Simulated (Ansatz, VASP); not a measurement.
## BP: VASP beside Ansatz

```
B P
1.0
     0.00000    1.83797    1.83797
     1.83797    0.00000    1.83797
     1.83797    1.83797    0.00000
B P
1 1
Direct
  0.00000 0.00000 0.00000
  0.50000 0.50000 0.50000
```

Change from the starting cell: volume scaled by 0.64, LAPW.

Alike in both runs: task single point; functional LDA; k mesh 15 × 15 × 15; occupations fermi-dirac, width 0.1 eV; no spin polarisation.

```csv
,VASP,Ansatz
version,VASP 6.6.1,Ansatz 0.2.0
potentials or method,"VASP PAW LDA potentials, release 64 (B, P), cutoff 500 eV","all-electron LAPW, scalar-relativistic"
```

VASP gave:

- pressure (GPa): 171.7

**Question.** What did Ansatz give for the same quantities?

**Answer.** Pressure (GPa): 172.7.

LDA's correlation is that of Perdew and Zunger in VASP and of Perdew and Wang (1992) in Ansatz. Both programs put the cell under a high pressure, so it lies far from rest at this level. Ansatz ran all-electron here, and VASP with PAW potentials.

Noted on VASP's run: the cell as given lies far from equilibrium.
